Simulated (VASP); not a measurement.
Wanted: the native input for a VASP 6.6.1 run.

```
Task                   : electric field gradients
Functional             : PBEsol
Potentials or basis    : VASP PAW PBE potentials, release 64 (Nb_sv, C)
Cutoff                 : 520 eV
k mesh                 : 14 × 14 × 14
Occupations            : fermi-dirac, width 0.08 eV
Spin                   : no spin polarisation
Dipole correction      : no
Further INCAR settings : ALGO = Normal; EDIFF = 1e-08; NBANDS = 16
```

The structure of NbC lies in POSCAR:

```
NbC
1.0
    0.0000000000      2.2220000000      2.2000000000
    2.2220000000      0.0000000000      2.2000000000
    2.2220000000      2.2220000000      0.0000000000
Nb C
1 1
Direct
    0.0000000000      0.0000000000      0.0000000000
    0.5000000000      0.5000000000      0.5000000000
```

This cell differs from its parent crystal: equal xx and yy strain of +1 %.

These files were run (other wordings do the same):

INCAR

```
SYSTEM = NbC
PREC = Accurate
ENCUT = 520
EDIFF = 1E-8
ISMEAR = -1
SIGMA = 0.08
LREAL = .False.
LASPH = .True.
NELM = 120
ALGO = Normal
ISIF = 2
LWAVE = .False.
LCHARG = .False.
GGA = PS
LEFG = .True.
NBANDS = 16
GGA_COMPAT = .False.
```

KPOINTS

```
regular mesh
0
Gamma
  14 14 14
  0 0 0
```

Potentials or basis: VASP PAW PBE potentials, release 64 (Nb_sv, C).

Launch:

```sh
$ cat potpaw_PBE.64/Nb_sv/POTCAR potpaw_PBE.64/C/POTCAR > POTCAR
$ mpirun -np 1 vasp_std > vasp.out
```

Results of the run:

```
Pressure                                : 4.3 GPa
Band gap on the k mesh                  : zero (an odd number of electrons rules out a gap without spin polarisation)
Largest electric field gradient by atom : Nb -19.2; C -1.7 V/Å²
```

Caveat: the cell differs from its parent crystal (equal xx and yy strain of +1 %); the stress differs along the axes, from 2 to 9 GPa; without QUAD_EFG the Cq values of the log hold for a quadrupole moment of 1 mb, not for the nuclei; the PAW data sets were made with another functional, which shifts forces and pressure a little; an odd number of electrons without spin polarisation forces a metal; a magnetic or distorted state may lie lower.

It took 120 s on 1 thread of Intel Xeon 8259CL, on a shared host, peak memory 0.2 GiB.
